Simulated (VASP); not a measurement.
# SiC3 (P4/mmm) in VASP: further runs

Runs on SiC3. Level: PBE. Tasks: single point.

Everything below comes from runs of VASP 6.6.1. Logs are shortened: lines on timing, memory, paths and dates and some standing lists are left out, and cuts for length are marked.

### Step 1. The cell of the first run

It takes space group P4/mmm (No. 123, tetragonal). Conventional cell: a = 2.667 Å, b = 2.667 Å, c = 7.543 Å, α = 90.00°, β = 90.00°, γ = 90.00°. Si (site symmetry 4/mmm) has 8 C at 2.67 Å and 4 Si at 2.67 Å within 3.5 Å. C (site symmetry 4/mmm) has 12 C at 2.67 Å within 3.5 Å. Within 3.5 Å of C (site symmetry 4mm) lie 4 Si at 2.67 Å and 8 C at 2.67 Å.

### Step 2. Single point, PBE, collinear spin, ferromagnetic start

Contents of INCAR:

```
SYSTEM = SiC3
PREC = Accurate
ENCUT = 600
EDIFF = 1E-6
ISMEAR = 0
SIGMA = 0.1
LREAL = .False.
LASPH = .True.
NELM = 200
ALGO = Normal
ISIF = 2
LWAVE = .False.
LCHARG = .False.
ISPIN = 2
MAGMOM = 0 1 1 1
LORBIT = 11
GGA = PE
NBANDS = 20
GGA_COMPAT = .False.
```

Contents of KPOINTS:

```
regular mesh
0
Gamma
  6 6 2
  0 0 0
```

Contents of POSCAR:

```
SiC3
1.0
    2.6667169800      0.0000000000      0.0000000000
    0.0000000000      2.6667169800      0.0000000000
    0.0000000000      0.0000000000      7.5426146400
Si C
1 3
Direct
    0.0000000000      0.0000000000      0.5000000000
    0.0000000000      0.0000000000      0.0000000000
    0.5000000000      0.5000000000      0.7500000000
    0.5000000000      0.5000000000      0.2500000000
```

Potentials or basis: VASP PAW PBE potentials, release 64 (Si, C).

On the command line:

```console
$ cat potpaw_PBE.64/Si/POTCAR potpaw_PBE.64/C/POTCAR > POTCAR
$ mpirun -np 1 vasp_std > vasp.out
```

OUTCAR:

```text
SYSTEM = SiC3
   PREC = Accurate
   ENCUT = 600
   EDIFF = 1E-6
   ISMEAR = 0
   LREAL = .False.
   LASPH = .True.
   NELM = 200
   ISIF = 2
   ISPIN = 2
   LORBIT = 11
   GGA = PE

 ion  position               nearest neighbor table
   1  0.000  0.000  0.500-
   2  0.000  0.000  0.000-
   3  0.500  0.500  0.750-
   4  0.500  0.500  0.250-

  LATTYP: Found a simple tetragonal cell.
 ALAT       =     2.6667169800
 C/A-ratio  =     2.8284271247

  Lattice vectors:

 A1 = (   2.6667169800,   0.0000000000,   0.0000000000)
 A2 = (   0.0000000000,   2.6667169800,   0.0000000000)
 A3 = (   0.0000000000,   0.0000000000,   7.5426146400)

Analysis of symmetry for initial positions (statically):
=====================================================================
 Subroutine PRICEL returns:
 Original cell was already a primitive cell.

 Routine SETGRP: Setting up the symmetry group for a
 simple tetragonal supercell.

 Subroutine GETGRP returns: Found 16 space group operations
 (whereof 16 operations were pure point group operations)
 out of a pool of 16 trial point group operations.

The static configuration has the point symmetry D_4h.

Analysis of symmetry for dynamics (positions and initial velocities):
=====================================================================
 Subroutine PRICEL returns:
 Original cell was already a primitive cell.

 Routine SETGRP: Setting up the symmetry group for a
 simple tetragonal supercell.

 Subroutine GETGRP returns: Found 16 space group operations
 (whereof 16 operations were pure point group operations)
 out of a pool of 16 trial point group operations.

The dynamic configuration has the point symmetry D_4h.

Analysis of structural, dynamic, and magnetic symmetry:
=====================================================================
 Subroutine PRICEL returns:
 Original cell was already a primitive cell.

 Routine SETGRP: Setting up the symmetry group for a
 simple tetragonal supercell.

 Subroutine GETGRP returns: Found 16 space group operations
 (whereof 16 operations were pure point group operations)
 out of a pool of 16 trial point group operations.

The overall configuration has the point symmetry D_4h.

 Subroutine INISYM returns: Found 16 space group operations
 (whereof 16 operations are pure point group operations),
 and found     1 'primitive' translations

----------------------------------------------------------------------------------------

                                     Primitive cell
[... 118 lines left out ...]
   IVDW    =     0    specifies the selected vdW correction
   LEPSILON=     F    determine dielectric tensor
   LRPA    =     F    only Hartree local field effects (RPA)
 spin polarized calculation
 Gauss-broadening in eV      SIGMA  =   0.10
  energy-cutoff  :      600.00
  volume of cell :       53.64
 maximum number of plane-waves:      1815
 NGX is ok and might be reduce to    24
   NGX = 11   NGY = 11   NGZ = 31

 number of electron      16.0000001 magnetization       0.0007648

 Free energy of the ion-electron system (eV)
  ---------------------------------------------------
  ext. energy  EPLUGINS =         0.00000000
  ---------------------------------------------------
  free energy    TOTEN  =       -17.13587101 eV

  energy without entropy =      -17.11753566  energy(sigma->0) =      -17.12670334

 E-fermi :   3.8921     XC(G=0): -10.3501

 val. band max:        3.8530395870   @ k =   0.3333   0.1667   0.5000
 cond. band min:       3.8949314872   @ k =   0.5000   0.5000   0.5000
 fundamental gap:      0.0418919002
 Fermi energy:         3.8921329910

 spin component 1

 k-point     1 :       0.0000    0.0000    0.0000
  band No.  band energies     occupation
      1      -9.4778      1.00000
      2      -7.4354      1.00000
      3      -6.9883      1.00000
      4      -2.1262      1.00000
      5       0.2433      1.00000
      6       5.4774      0.00000
[... 436 lines left out ...]
      6       0.9526      1.00000
[... 12 lines left out ...]
     19      14.7420      0.00000
     20      16.4128      0.00000
 Fermi energy:         3.8921329910

 spin component 2

 k-point     1 :       0.0000    0.0000    0.0000
  band No.  band energies     occupation
      1      -9.4775      1.00000
      2      -7.4351      1.00000
      3      -6.9881      1.00000
      4      -2.1260      1.00000
      5       0.2436      1.00000
      6       5.4776      0.00000
[... 449 lines left out ...]
     19      14.7423      0.00000
     20      16.4131      0.00000

------------------------ aborting loop because EDIFF is reached ----------------------------------------

  FORCE on cell =-STRESS in cart. coord.  units (eV):
  Direction    XX          YY          ZZ          XY          YZ          ZX
  --------------------------------------------------------------------------------------
  -------------------------------------------------------------------------------------
  Total       -7.7897673     -7.7897673     -8.7224245      0.0000000      0.0000000      0.0000000
  in kB     -232.6801293   -232.6801293   -260.5385717      0.0000000      0.0000000      0.0000000
  external PRESSURE =    -241.9662768 kB  Pullay stress =       0.0000000 kB

 VOLUME and BASIS-vectors are now :
 -----------------------------------------------------------------------------
  energy-cutoff  :      600.00
  volume of cell :       53.64
      direct lattice vectors                 reciprocal lattice vectors
     2.666716980  0.000000000  0.000000000     0.374992925  0.000000000  0.000000000
     0.000000000  2.666716980  0.000000000     0.000000000  0.374992925  0.000000000
     0.000000000  0.000000000  7.542614640     0.000000000  0.000000000  0.132580020

 POSITION                                       TOTAL-FORCE (eV/Angst)
 -----------------------------------------------------------------------------------
      0.00000      0.00000      3.77131        -0.000000     -0.000000      0.000000
      0.00000      0.00000      0.00000        -0.000000     -0.000000      0.000000
      1.33336      1.33336      5.65696        -0.000000     -0.000000     -0.037421
      1.33336      1.33336      1.88565         0.000000      0.000000      0.037421
 -----------------------------------------------------------------------------------
    total drift:                                0.000000     -0.000000     -0.000000

  FREE ENERGIE OF THE ION-ELECTRON SYSTEM (eV)
  ---------------------------------------------------
  free  energy   TOTEN  =       -17.1358710123 eV

  energy  without entropy=      -17.1175356646  energy(sigma->0) =      -17.12670334

 total charge

# of ion       s       p       d       tot
------------------------------------------
    1        0.850   0.592   0.000   1.441
    2        1.087   0.836   0.000   1.922
    3        1.053   0.937   0.000   1.990
    4        1.053   0.937   0.000   1.990
--------------------------------------------------
tot          4.043   3.301   0.000   7.344

 magnetization (x)

# of ion       s       p       d       tot
------------------------------------------
    1        0.000   0.000   0.000   0.000
    2       -0.000   0.000   0.000   0.000
    3        0.000   0.000   0.000   0.000
    4        0.000   0.000   0.000   0.000
--------------------------------------------------
tot          0.000   0.000   0.000   0.000
```

OSZICAR:

```text
N       E                     dE             d eps       ncg     rms          rms(c)
DAV:   1     0.249355509272E+02    0.24936E+02   -0.72063E+03  1600   0.764E+02
DAV:   2    -0.148030845980E+02   -0.39739E+02   -0.36705E+02  2156   0.121E+02
DAV:   3    -0.166816449148E+02   -0.18786E+01   -0.18161E+01  1928   0.205E+01
DAV:   4    -0.166966745810E+02   -0.15030E-01   -0.15018E-01  1828   0.220E+00
DAV:   5    -0.166967687808E+02   -0.94200E-04   -0.94196E-04  1840   0.185E-01    0.472E+00
DAV:   6    -0.169497936101E+02   -0.25302E+00   -0.70491E-01  1792   0.400E+00    0.264E+00
DAV:   7    -0.170479730902E+02   -0.98179E-01   -0.25872E-01  1888   0.239E+00    0.193E+00
DAV:   8    -0.171152595616E+02   -0.67286E-01   -0.78607E-02  1804   0.154E+00    0.616E-01
DAV:   9    -0.171333897542E+02   -0.18130E-01   -0.32383E-02  1836   0.921E-01    0.282E-01
DAV:  10    -0.171347535068E+02   -0.13638E-02   -0.17174E-03  1780   0.219E-01    0.191E-01
DAV:  11    -0.171353458497E+02   -0.59234E-03   -0.11390E-03  1876   0.175E-01    0.109E-01
DAV:  12    -0.171357248101E+02   -0.37896E-03   -0.44354E-04  2008   0.111E-01    0.368E-02
DAV:  13    -0.171357948425E+02   -0.70032E-04   -0.72105E-05  1828   0.458E-02    0.252E-02
DAV:  14    -0.171358468951E+02   -0.52053E-04   -0.57360E-05  1896   0.411E-02    0.138E-02
DAV:  15    -0.171358666677E+02   -0.19773E-04   -0.42145E-05  1876   0.332E-02    0.628E-03
DAV:  16    -0.171358705684E+02   -0.39007E-05   -0.12977E-05  1936   0.183E-02    0.303E-03
DAV:  17    -0.171358710123E+02   -0.44382E-06   -0.19977E-06  1536   0.743E-03
   1 F= -.17135871E+02 E0= -.17126703E+02  d E =-.183353E-01  mag=     0.0004
```

stdout:

```text
POSCAR found type information on POSCAR SiC
 POSCAR found :  2 types and       4 ions
 scaLAPACK will be used
 LDA part: xc-table for (Slater+PW92), standard interpolation
 POSCAR, INCAR and KPOINTS ok, starting setup
 FFT: planning ... GRIDC
 FFT: planning ... GRID_SOFT
 FFT: planning ... GRID
 WAVECAR not read
 entering main loop
```

Run time: 33 s. Hardware: 1 thread of Intel Xeon Platinum 8375C at 2.90GHz (Ice Lake), shared host; peak memory 0.21 GiB.

Results:

```yaml
Free_energy: -17.1359 eV
Pressure: -24.2 GPa
Largest_force: 0.037 eV/Å
Band_gap_on_the_k_mesh: zero (filled and empty bands overlap)
Net_moment: 0.00 μB per cell
Valence_electrons_inside_the_program's_atomic_spheres: Si 1.44; C 1.92, 1.99
```

Forces on the atoms (eV/Å):
```
Si   0.000  0.000  0.000
C    0.000  0.000  0.000
C    0.000  0.000 -0.037
C    0.000  0.000  0.037
```

Levels at points of the mesh, in eV from the Fermi level:
Spin up:
```csv
k point,band 4,band 5,band 6,band 7,band 8,band 9,band 10,band 11,band 12,band 13
"(0.00, 0.00, 0.00)",-6.02,-3.65,1.59,1.59,2.11,2.15,2.49,2.49,3.32,3.32
"(0.50, 0.00, 0.00)",-7.16,-5.01,-4.72,-1.13,-0.36,-0.33,0.71,3.16,3.23,3.29
"(0.50, 0.50, 0.00)",-3.81,-3.81,-1.92,-1.92,-1.83,-1.44,-1.44,-0.56,0.65,1.16
"(0.00, 0.00, 0.50)",-7.87,-1.24,-0.70,1.71,1.71,2.20,2.20,3.51,3.51,3.75
"(0.50, 0.00, 0.50)",-7.53,-3.88,-3.63,-3.39,-2.34,1.82,2.46,2.95,3.19,3.23
"(0.50, 0.50, 0.50)",-3.53,-3.53,-2.94,-2.94,-1.92,-0.16,0.00,0.00,0.62,0.99
```
Spin down:
```csv
k point,band 5,band 6,band 7,band 8,band 9,band 10,band 11,band 12
"(0.00, 0.00, 0.00)",-3.65,1.59,1.59,2.11,2.15,2.49,2.49,3.32
"(0.50, 0.00, 0.00)",-5.01,-4.72,-1.13,-0.36,-0.33,0.71,3.16,3.23
"(0.50, 0.50, 0.00)",-3.81,-1.92,-1.92,-1.83,-1.43,-1.43,-0.56,0.65
"(0.00, 0.00, 0.50)",-1.24,-0.70,1.71,1.71,2.20,2.20,3.51,3.51
"(0.50, 0.00, 0.50)",-3.88,-3.63,-3.39,-2.34,1.82,2.46,2.95,3.19
"(0.50, 0.50, 0.50)",-3.53,-2.94,-2.94,-1.92,-0.16,0.00,0.00,0.62
```

Caveat: the k points lie up to 0.42 Å⁻¹ apart.

### Step 3. Single point, PBE, collinear spin, ferromagnetic start

This run uses another cell than the first one, of 10.88 Å³/atom, 0.811 times its volume.

Contents of INCAR:

```
SYSTEM = SiC3
PREC = Accurate
ENCUT = 600
EDIFF = 1E-6
ISMEAR = 0
SIGMA = 0.1
LREAL = .FALSE.
LASPH = .TRUE.
NELM = 200
ALGO = Normal
ISIF = 2
LWAVE = .FALSE.
LCHARG = .FALSE.
ISPIN = 2
MAGMOM = 0 1 1 1
LORBIT = 11
GGA = PE
NBANDS = 20
GGA_COMPAT = .FALSE.
```

Contents of KPOINTS:

```
regular mesh
0
G
  6 6 6
  0 0 0
```

Contents of POSCAR:

```
SiC3
1.0
    3.5756969826      0.0000000000      0.0000000000
    0.0000000000      3.5756969826      0.0000000000
    0.0000000000      0.0000000000      3.4043470061
Si C
1 3
Direct
    0.0000000000      0.0000000000      0.5000000000
    0.0000000000      0.0000000000      0.0000000000
    0.5000000000      0.5000000000      0.6987638000
    0.5000000000      0.5000000000      0.3012362000
```

Potentials or basis: VASP PAW PBE potentials, release 64 (Si, C).

On the command line:

```console
$ cat potpaw_PBE.64/Si/POTCAR potpaw_PBE.64/C/POTCAR > POTCAR
$ mpirun -np 1 vasp_std > vasp.out
```

Run time: 50 s. Hardware: 1 thread of Intel Xeon Platinum 8375C at 2.90GHz (Ice Lake), shared host; peak memory 0.21 GiB.

Results (log left out):

| Quantity | Value |
| --- | --- |
| Free energy | -23.2220 eV |
| Pressure | 0.0 GPa |
| Largest force | 0.085 eV/Å |
| Band gap on the k mesh | zero (filled and empty bands overlap) |
| Net moment | 0.00 μB per cell |
| Valence electrons inside the program's atomic spheres | Si 1.60; C 2.44, 2.31 |

Forces in eV/Å, atoms in the order of the input:
```
Si   0.000  0.000  0.000
C    0.000  0.000  0.000
C    0.000  0.000  0.085
C    0.000  0.000 -0.085
```

Stress tensor (GPa, compression positive):
```
0.01 0.00 0.00
0.00 0.01 0.00
0.00 0.00 0.10
```

Levels at points of the mesh, in eV from the Fermi level:
Spin up:
```tsv
k point	band 5	band 6	band 7	band 8	band 9	band 10	band 11	band 12
(0.00, 0.00, 0.00)	-5.01	-4.86	-1.00	0.85	0.86	0.86	4.18	4.85
(0.50, 0.00, 0.00)	-4.05	-3.59	-2.03	-1.82	-1.48	2.79	4.99	5.30
(0.50, 0.50, 0.00)	-5.02	-4.86	-1.55	1.35	1.35	1.71	3.58	3.58
(0.00, 0.00, 0.50)	-3.37	-3.37	-1.23	-1.23	2.50	4.46	4.46	5.23
(0.50, 0.00, 0.50)	-2.59	-2.11	-0.18	-0.01	0.04	2.07	2.43	2.52
(0.50, 0.50, 0.50)	-5.38	-5.38	-3.11	-3.11	2.70	5.06	5.06	5.75
```
Spin down:
```tsv
k point	band 5	band 6	band 7	band 8	band 9	band 10	band 11	band 12
(0.00, 0.00, 0.00)	-5.01	-4.86	-1.00	0.85	0.86	0.86	4.18	4.85
(0.50, 0.00, 0.00)	-4.05	-3.59	-2.03	-1.82	-1.48	2.79	4.99	5.30
(0.50, 0.50, 0.00)	-5.02	-4.86	-1.55	1.35	1.35	1.71	3.58	3.58
(0.00, 0.00, 0.50)	-3.37	-3.37	-1.23	-1.23	2.50	4.46	4.46	5.23
(0.50, 0.00, 0.50)	-2.59	-2.11	-0.18	-0.01	0.04	2.07	2.43	2.52
(0.50, 0.50, 0.50)	-5.38	-5.38	-3.11	-3.11	2.70	5.06	5.06	5.75
```
